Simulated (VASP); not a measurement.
Crystal: Zr.

```xyz
4
Lattice="3.2051 0.0000 0.0000 -1.6025 2.7757 0.0000 0.0000 0.0000 10.4677" Properties=species:S:1:pos:R:3 pbc="T T T"
Zr    0.0000    0.0000    0.0000
Zr    0.0000    0.0000    5.2339
Zr    0.0000    1.8504    2.6169
Zr    1.6025    0.9252    7.8508
```

```yaml
Program: VASP 6.6.1
Task: relaxation of cell and atoms
Functional: PBEsol
Potentials_or_basis: VASP PAW PBE potentials, release 64 (Zr_sv)
Cutoff: 600 eV
k_mesh: 11 × 11 × 3
Occupations: fermi-dirac, width 0.1 eV
Spin: no spin polarisation
```

At the start: pressure -3.2 GPa; volume 23.28 Å³/atom.

**Question.** Where does the relaxation end?

**Answer.** Over 3 steps the energy falls by 8.3 meV/atom and the volume is 22.48 Å³/atom (-3.5 %); space group P6_3/mmc (No. 194, to 0.1 Å) before and after.

The path:
| step | energy change (eV) | largest force (eV/Å) | pressure (GPa) | volume (Å³) |
| --- | --- | --- | --- | --- |
| 1 | 0.0000 | 0.0000 | -3.20 | 93.12 |
| 2 | -0.0039 | 0.0000 | 3.31 | 87.00 |
| 3 | -0.0332 | 0.0000 | -0.01 | 89.91 |

Final structure:
```yaml
crystal:
  lattice:
    - [3.16963, 0.00000, 0.00000]
    - [-1.58481, 2.74498, 0.00000]
    - [0.00000, 0.00000, 10.33372]
  atoms:
    - { symbol: Zr, position: [0.00000, 0.00000, 0.00000] }
    - { symbol: Zr, position: [0.00000, 0.00000, 0.50000] }
    - { symbol: Zr, position: [0.33333, 0.66667, 0.25000] }
    - { symbol: Zr, position: [0.66667, 0.33333, 0.75000] }
```

Caveat: the PAW data sets were made with another functional, which shifts forces and pressure a little.
